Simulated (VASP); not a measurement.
# NbC (Fm-3m) in VASP: further runs

NbC is run at these levels: PBEsol+D3(BJ); tasks: single point.

Everything below comes from runs of VASP 6.6.1. Logs are shortened: lines on timing, memory, paths and dates and some standing lists are left out, and cuts for length are marked.

**1. The cell of the first run**

The structure is cubic, space group Fm-3m (No. 225). Conventional cell: a = 4.400 Å, b = 4.400 Å, c = 4.400 Å, α = 90.00°, β = 90.00°, γ = 90.00°. Nb (site symmetry m-3m) has 6 C at 2.20 Å within 2.9 Å. C (site symmetry m-3m) has 6 Nb at 2.20 Å within 2.9 Å.

**2. Single point, PBEsol+D3(BJ)**

INCAR reads:

```
SYSTEM = NbC
PREC = Accurate ; ENCUT = 600
EDIFF = 1E-6 ; ISMEAR = 0
SIGMA = 0.05 ; LREAL = .FALSE.
LASPH = .TRUE. ; NELM = 120
ALGO = Normal ; ISIF = 2
LWAVE = .FALSE. ; LCHARG = .FALSE.
GGA = PS ; IVDW = 12
NBANDS = 16 ; GGA_COMPAT = .FALSE.
```

KPOINTS reads:

```
regular mesh
0
G
  10 10 10
  0 0 0
```

POSCAR reads:

```
NbC
1.0
    0.0000000000      2.2000000000      2.2000000000
    2.2000000000      0.0000000000      2.2000000000
    2.2000000000      2.2000000000      0.0000000000
Nb C
1 1
Direct
    0.0000000000      0.0000000000      0.0000000000
    0.5000000000      0.5000000000      0.5000000000
```

Potentials or basis: VASP PAW PBE potentials, release 64 (Nb_sv, C).

Command:

```bash
cat potpaw_PBE.64/Nb_sv/POTCAR potpaw_PBE.64/C/POTCAR > POTCAR
mpirun -np 1 vasp_std > vasp.out
```

OUTCAR:

```text
SYSTEM = NbC
   PREC = Accurate
   ENCUT = 600
   EDIFF = 1E-6
   ISMEAR = 0
   LREAL = .FALSE.
   LASPH = .TRUE.
   NELM = 120
   ISIF = 2
   GGA = PS
   IVDW = 12
 IVDW          = 12

 ion  position               nearest neighbor table
   1  0.000  0.000  0.000-   2 2.20   2 2.20   2 2.20   2 2.20   2 2.20   2 2.20
   2  0.500  0.500  0.500-   1 2.20   1 2.20   1 2.20   1 2.20   1 2.20   1 2.20

  LATTYP: Found a face centered cubic cell.
 ALAT       =     4.4000000000

  Lattice vectors:

 A1 = (   0.0000000000,   2.2000000000,   2.2000000000)
 A2 = (   2.2000000000,   0.0000000000,   2.2000000000)
 A3 = (   2.2000000000,   2.2000000000,   0.0000000000)

Analysis of symmetry for initial positions (statically):
=====================================================================
 Subroutine PRICEL returns:
 Original cell was already a primitive cell.

 Routine SETGRP: Setting up the symmetry group for a
 face centered cubic supercell.

 Subroutine GETGRP returns: Found 48 space group operations
 (whereof 48 operations were pure point group operations)
 out of a pool of 48 trial point group operations.

The static configuration has the point symmetry O_h .

Analysis of symmetry for dynamics (positions and initial velocities):
=====================================================================
 Subroutine PRICEL returns:
 Original cell was already a primitive cell.

 Routine SETGRP: Setting up the symmetry group for a
 face centered cubic supercell.

 Subroutine GETGRP returns: Found 48 space group operations
 (whereof 48 operations were pure point group operations)
 out of a pool of 48 trial point group operations.

The dynamic configuration has the point symmetry O_h .

 Subroutine INISYM returns: Found 48 space group operations
 (whereof 48 operations are pure point group operations),
 and found     1 'primitive' translations

----------------------------------------------------------------------------------------

                                     Primitive cell

  volume of cell :      21.2960

  direct lattice vectors                    reciprocal lattice vectors
     0.000000000  2.200000000  2.200000000    -0.227272727  0.227272727  0.227272727
     2.200000000  0.000000000  2.200000000     0.227272727 -0.227272727  0.227272727
     2.200000000  2.200000000  0.000000000     0.227272727  0.227272727 -0.227272727

  length of vectors
     3.111269837  3.111269837  3.111269837     0.393647911  0.393647911  0.393647911

  position of ions in fractional coordinates (direct lattice)
     0.000000000  0.000000000  0.000000000
     0.500000000  0.500000000  0.500000000

  ion indices of the primitive-cell ions
   primitive index   ion index
                 1           1
                 2           2

----------------------------------------------------------------------------------------

 KPOINTS: regular mesh

Automatic generation of k-mesh.
 Grid dimensions read from file:
 generate k-points for:   10   10   10

 Generating k-lattice:

  Cartesian coordinates                     Fractional coordinates (reciprocal lattice)
    -0.022727273  0.022727273  0.022727273     0.100000000  0.000000000  0.000000000
     0.022727273 -0.022727273  0.022727273     0.000000000  0.100000000  0.000000000
     0.022727273  0.022727273 -0.022727273     0.000000000  0.000000000  0.100000000

  Length of vectors
     0.039364791  0.039364791  0.039364791

  Shift w.r.t. Gamma in fractional coordinates (k-lattice)
     0.000000000  0.000000000  0.000000000

 Subroutine IBZKPT returns following result:
 ===========================================

 Found     47 irreducible k-points:

 Following reciprocal coordinates:
            Coordinates               Weight
  0.000000  0.000000  0.000000      1.000000
  0.100000  0.000000  0.000000      8.000000
  0.200000  0.000000  0.000000      8.000000
  0.300000  0.000000  0.000000      8.000000
  0.400000  0.000000  0.000000      8.000000
  0.500000  0.000000  0.000000      4.000000
[... 16 lines left out ...]
  0.300000  0.300000  0.000000      6.000000
  0.400000  0.300000  0.000000     24.000000
 [... further k-points ...]
   k-points           NKPTS =     47   k-points in BZ     NKDIM =     47   number of bands    NBANDS=     16
   number of dos      NEDOS =    301   number of ions     NIONS =      2
   total plane-waves  NPLWV =  21952
   dimension x,y,z NGX =    28 NGY =   28 NGZ =   28
   dimension x,y,z NGXF=    56 NGYF=   56 NGZF=   56
   ions per type =               1   1
   NGX,Y,Z   is equivalent  to a cutoff of  14.96, 14.96, 14.96 a.u.
   NGXF,Y,Z  is equivalent  to a cutoff of  29.92, 29.92, 29.92 a.u.
 SYSTEM =  NbC
   PREC   = accura    normal or accurate (medium, high low for compatibility)
   ISTART =      0    job   : 0-new  1-cont  2-samecut
   ICHARG =      2    charge: 1-file 2-atom 10-const
   ISPIN  =      1    spin polarized calculation?
   LNONCOLLINEAR =      F non collinear calculations
   LSORBIT =      F    spin-orbit coupling
   LASPH  =      T    aspherical Exc in radial PAW
   ENCUT  =  600.0 eV  44.10 Ry    6.64 a.u.   6.21  6.21  6.21*2*pi/ulx,y,z
   NELM   =    120;   NELMIN=  2; NELMDL= -5     # of ELM steps
   EDIFF  = 0.1E-05   stopping-criterion for ELM
   LREAL  =      F    real-space projection
   EDIFFG = 0.1E-04   stopping-criterion for IOM
   NSW    =      0    number of steps for IOM
   IBRION =     -1    ionic relax: 0-MD 1-quasi-New 2-CG
   NFREE  =      0    steps in history (QN), initial steepest desc. (CG)
   ISIF   =      2    stress and relaxation
   ISYM   =      2    0-nonsym 1-usesym 2-fastsym
   POTIM  = 0.5000    time-step for ionic-motion
   TEBEG  =    0.0;   TEEND  =   0.0 temperature during run
   PSTRESS=    0.0 pullay stress
   NELECT =      17.0000    total number of electrons
   NUPDOWN=      -1.0000    fix difference up-down
   EMIN   =  10.00;   EMAX   =-10.00  energy-range for DOS
   EFERMI =   0.00;   METHOD = LEGACY
   ISMEAR =     0;   SIGMA  =   0.05  broadening in eV -4-tet -1-fermi 0-gaus
   EFERMI_NEDOS =   21; number of points for ismear=-14 and -15
   IALGO  =     38    algorithm
   IMIX   =      4    mixing-type and parameters
     AMIX     =   0.40;   BMIX     =  1.00
     AMIX_MAG =   1.60;   BMIX_MAG =  1.00
  volume/ion in A,a.u.               =      10.65        71.86
  Fermi-wavevector in a.u.,A,eV,Ry     =   1.518653  2.869837 31.379197  2.306306
  Thomas-Fermi vector in A             =   2.627744
   LORBIT       =      0    0 simple, 1 ext, 2 COOP (PROOUT), +10 PAW based schemes
   GGA     = PS    functional components
   LHFCALC =     F    Hartree Fock is set to
   AEXX    =    0.0000 exact exchange contribution
   IVDW    =    12    specifies the selected vdW correction
   LEPSILON=     F    determine dielectric tensor
   LRPA    =     F    only Hartree local field effects (RPA)
 non-spin polarized calculation
 Gauss-broadening in eV      SIGMA  =   0.05
  energy-cutoff  :      600.00
  volume of cell :       21.30
 maximum number of plane-waves:       728
 NGX is ok and might be reduce to    28
   NGX = 13   NGY = 13   NGZ = 13

 number of electron      17.0000000 magnetization

 Free energy of the ion-electron system (eV)
  ---------------------------------------------------
  ext. energy  EPLUGINS =         0.00000000
  ---------------------------------------------------
  free energy    TOTEN  =       -21.84613672 eV

  energy without entropy =      -21.84543624  energy(sigma->0) =      -21.84578648

 E-fermi :  13.0327     XC(G=0): -13.4747

 val. band max:       12.9919706028   @ k =  -0.4000   0.4000   0.1000
 cond. band min:      13.2516325194   @ k =  -0.2000   0.2000   0.0000
 fundamental gap:      0.2596619167
 Fermi energy:        13.0326811782

 k-point     1 :       0.0000    0.0000    0.0000
  band No.  band energies     occupation
      1     -42.3995      2.00000
      2     -18.0954      2.00000
      3     -18.0954      2.00000
      4     -18.0954      2.00000
      5      -0.5072      2.00000
      6      11.7433      2.00000
[... 8 lines left out ...]
     15      23.0735      0.00000
     16      36.2499      0.00000

 k-point     2 :       0.1000    0.0000    0.0000
  band No.  band energies     occupation
      1     -42.3869      2.00000
      2     -18.1987      2.00000
      3     -18.1047      2.00000
      4     -18.1047      2.00000
      5      -0.2342      2.00000
      6      10.7464      2.00000
[... 8 lines left out ...]
     15      23.7238      0.00000
     16      34.4035      0.00000

 k-point     3 :       0.2000    0.0000    0.0000
  band No.  band energies     occupation
      1     -42.3536      2.00000
      2     -18.4618      2.00000
      3     -18.1290      2.00000
      4     -18.1290      2.00000
      5       0.5183      2.00000
      6       9.1330      2.00000
[... 8 lines left out ...]
     15      25.2431      0.00000
     16      32.1889      0.00000

 k-point     4 :       0.3000    0.0000    0.0000
  band No.  band energies     occupation
      1     -42.3121      2.00000
      2     -18.7731      2.00000
      3     -18.1587      2.00000
      4     -18.1587      2.00000
      5       1.5850      2.00000
      6       7.5195      2.00000
[... 8 lines left out ...]
     15      26.8024      0.00000
     16      29.3817      0.00000
[... 324 lines left out ...]
 k-point    22 :      -0.2000    0.2000    0.0000
  band No.  band energies     occupation
      1     -42.2978      2.00000
      2     -18.7157      2.00000
      3     -18.3604      2.00000
      4     -18.1470      2.00000
      5       1.7369      2.00000
      6       7.2735      2.00000
[... 8 lines left out ...]
     15      26.3673      0.00000
     16      28.2983      0.00000

 k-point    23 :       0.3000    0.3000    0.0000
  band No.  band energies     occupation
      1     -42.2832      2.00000
      2     -18.7005      2.00000
      3     -18.3208      2.00000
      4     -18.3208      2.00000
      5       1.1584      2.00000
      6       7.5630      2.00000
[... 8 lines left out ...]
     15      28.1253      0.00000
     16      28.7827      0.00000

 k-point    24 :       0.4000    0.3000    0.0000
  band No.  band energies     occupation
      1     -42.2564      2.00000
      2     -18.8258      2.00000
      3     -18.3877      2.00000
      4     -18.3563      2.00000
      5       1.2756      2.00000
      6       7.8213      2.00000
[... 8 lines left out ...]
     15      26.3232      0.00000
     16      29.0803      0.00000

 [... further k-points ...]

------------------------ aborting loop because EDIFF is reached ----------------------------------------

 Edisp (eV)   -0.96803

 E8    (eV) :    -0.6506

  FORCE on cell =-STRESS in cart. coord.  units (eV):
  Direction    XX          YY          ZZ          XY          YZ          ZX
  --------------------------------------------------------------------------------------
  -------------------------------------------------------------------------------------
  Total       0.46751     0.46751     0.46751    -0.00000    -0.00000     0.00000
  in kB      35.17253    35.17253    35.17253    -0.00000    -0.00000     0.00000
  external pressure =       35.17 kB  Pullay stress =        0.00 kB

 VOLUME and BASIS-vectors are now :
 -----------------------------------------------------------------------------
  energy-cutoff  :      600.00
  volume of cell :       21.30
      direct lattice vectors                 reciprocal lattice vectors
     0.000000000  2.200000000  2.200000000    -0.227272727  0.227272727  0.227272727
     2.200000000  0.000000000  2.200000000     0.227272727 -0.227272727  0.227272727
     2.200000000  2.200000000  0.000000000     0.227272727  0.227272727 -0.227272727

 POSITION                                       TOTAL-FORCE (eV/Angst)
 -----------------------------------------------------------------------------------
      0.00000      0.00000      0.00000        -0.000000     -0.000000     -0.000000
      2.20000      2.20000      2.20000         0.000000      0.000000      0.000000
 -----------------------------------------------------------------------------------
    total drift:                               -0.000000      0.000000      0.000000

  FREE ENERGIE OF THE ION-ELECTRON SYSTEM (eV)
  ---------------------------------------------------
  free  energy   TOTEN  =       -22.8141631582 eV

  energy  without entropy=      -22.8134626730  energy(sigma->0) =      -22.81381292
```

Run time: 12 s. Hardware: 1 thread of AMD EPYC 9R45 (Zen 5), shared host; peak memory 0.14 GiB.

Results:

| Quantity | Value |
| --- | --- |
| Free energy | -22.8142 eV |
| Pressure | 3.5 GPa |
| Dispersion energy per atom | -0.484 eV |

Levels at points of the mesh, in eV from the Fermi level:
| k point | band 5 | band 6 | band 7 | band 8 | band 9 | band 10 | band 11 | band 12 | band 13 | band 14 |
| --- | --- | --- | --- | --- | --- | --- | --- | --- | --- | --- |
| (0.00, 0.00, 0.00) | -13.54 | -1.29 | -1.29 | -1.29 | -0.10 | -0.10 | -0.10 | 0.52 | 0.52 | 8.31 |
| (0.50, 0.00, 0.00) | -9.55 | -7.75 | -5.25 | -5.25 | 2.45 | 2.45 | 3.97 | 6.00 | 9.64 | 9.64 |
| (0.50, 0.50, 0.00) | -12.22 | -4.36 | -3.71 | -1.16 | -1.16 | 2.29 | 3.64 | 3.64 | 7.23 | 10.70 |

Caveat: the PAW data sets were made with another functional, which shifts forces and pressure a little; pairwise dispersion overbinds metals, which lowers pressure and volume.

**3. Single point, PBEsol+D3(BJ)**

This run uses another cell than the first one, of 10.94 Å³/atom, 1.027 times its volume.

INCAR reads:

```
SYSTEM = NbC
  ALGO = Normal
  EDIFF = 1E-6
  ENCUT = 600
  GGA = PS
  GGA_COMPAT = .FALSE.
  ISIF = 2
  ISMEAR = 0
  IVDW = 12
  LASPH = .TRUE.
  LCHARG = .FALSE.
  LREAL = .FALSE.
  LWAVE = .FALSE.
  NBANDS = 16
  NELM = 120
  PREC = Accurate
  SIGMA = 0.05
```

KPOINTS reads:

```
k-points
0
G
  10 10 10
  0 0 0
```

POSCAR reads:

```
NbC
1.0
    0.0000000000      2.2199283901      2.2199283901
    2.2199283901      0.0000000000      2.2199283901
    2.2199283901      2.2199283901      0.0000000000
Nb C
1 1
Direct
    0.0000000000      0.0000000000      0.0000000000
    0.5000000000      0.5000000000      0.5000000000
```

Potentials or basis: VASP PAW PBE potentials, release 64 (Nb_sv, C).

Command:

```bash
cat potpaw_PBE.64/Nb_sv/POTCAR potpaw_PBE.64/C/POTCAR > POTCAR
mpirun -np 1 vasp_std > vasp.out
```

Run time: 13 s. Hardware: 1 thread of AMD EPYC 9R45 (Zen 5), shared host; peak memory 0.15 GiB.

Results (log left out):

| Item | Value |
| --- | --- |
| Free energy | -22.8112 eV |
| Pressure | -5.5 GPa |
| Dispersion energy per atom | -0.471 eV |

Levels at points of the mesh, in eV from the Fermi level:
```csv
k point,band 7,band 8,band 9,band 10,band 11,band 12
"(0.00, 0.00, 0.00)",-1.24,-1.24,-0.08,-0.08,-0.08,0.50
"(0.50, 0.00, 0.00)",-5.10,-5.10,2.35,2.35,3.82,5.92
"(0.50, 0.50, 0.00)",-3.72,-1.16,-1.16,2.20,3.49,3.49
```

Caveat: the PAW data sets were made with another functional, which shifts forces and pressure a little; pairwise dispersion overbinds metals, which lowers pressure and volume.

**4. Single point, PBEsol+D3(BJ)**

This run uses another cell than the first one, of 10.78 Å³/atom, 1.012 times its volume.

INCAR reads:

```
SYSTEM = NbC
ALGO = Normal ; EDIFF = 1E-6
ENCUT = 600 ; GGA = PS
GGA_COMPAT = .FALSE. ; ISIF = 2
ISMEAR = 0 ; IVDW = 12
LASPH = .TRUE. ; LCHARG = .TRUE.
LELF = .TRUE. ; LREAL = .FALSE.
LVHAR = .TRUE. ; LWAVE = .FALSE.
NBANDS = 16 ; NELM = 120
PREC = Accurate ; SIGMA = 0.05
```

KPOINTS is that of step 3.

POSCAR reads:

```
NbC
1.0
    0.0000000000      2.2087292518      2.2087292518
    2.2087292518      0.0000000000      2.2087292518
    2.2087292518      2.2087292518      0.0000000000
Nb C
1 1
Direct
    0.0000000000      0.0000000000      0.0000000000
    0.5000000000      0.5000000000      0.5000000000
```

Command:

```bash
cat potpaw_PBE.64/Nb_sv/POTCAR potpaw_PBE.64/C/POTCAR > POTCAR
mpirun -np 1 vasp_std > vasp.out
```

Run time: 13 s. Hardware: 1 thread of AMD EPYC 9R45 (Zen 5), shared host; peak memory 0.14 GiB.

Results (log left out):

* Free energy: -22.8169 eV
* Pressure: -0.6 GPa
* Dispersion energy per atom: -0.478 eV

Levels at points of the mesh, in eV from the Fermi level:
```csv
k point,band 7,band 8,band 9,band 10,band 11,band 12
"(0.00, 0.00, 0.00)",-1.27,-1.27,-0.09,-0.09,-0.09,0.51
"(0.50, 0.00, 0.00)",-5.18,-5.18,2.40,2.40,3.91,5.96
"(0.50, 0.50, 0.00)",-3.71,-1.16,-1.16,2.25,3.57,3.57
```

Caveat: the PAW data sets were made with another functional, which shifts forces and pressure a little; pairwise dispersion overbinds metals, which lowers pressure and volume.

**5. Summary**

```csv
cell,gap on the mesh (eV),pressure (GPa)
"a = 3.111 Å, angles 60.0°, 2 atoms",none,3.5
"a = 3.139 Å, angles 60.0°, 2 atoms",none,-5.5
"a = 3.124 Å, angles 60.0°, 2 atoms",none,-0.6
```

Alike in all rows: task single point; level PBEsol+D3(BJ); potentials or basis VASP PAW PBE potentials, release 64 (Nb_sv, C); no spin polarisation; k mesh 10 × 10 × 10; cutoff (eV) 600; smearing gaussian 0.05 eV.

Caveats: the PAW data sets were made with another functional, which shifts forces and pressure a little; pairwise dispersion overbinds metals, which lowers pressure and volume.

Total energies depend on the potentials used, so only differences within one code and one set of settings carry meaning.
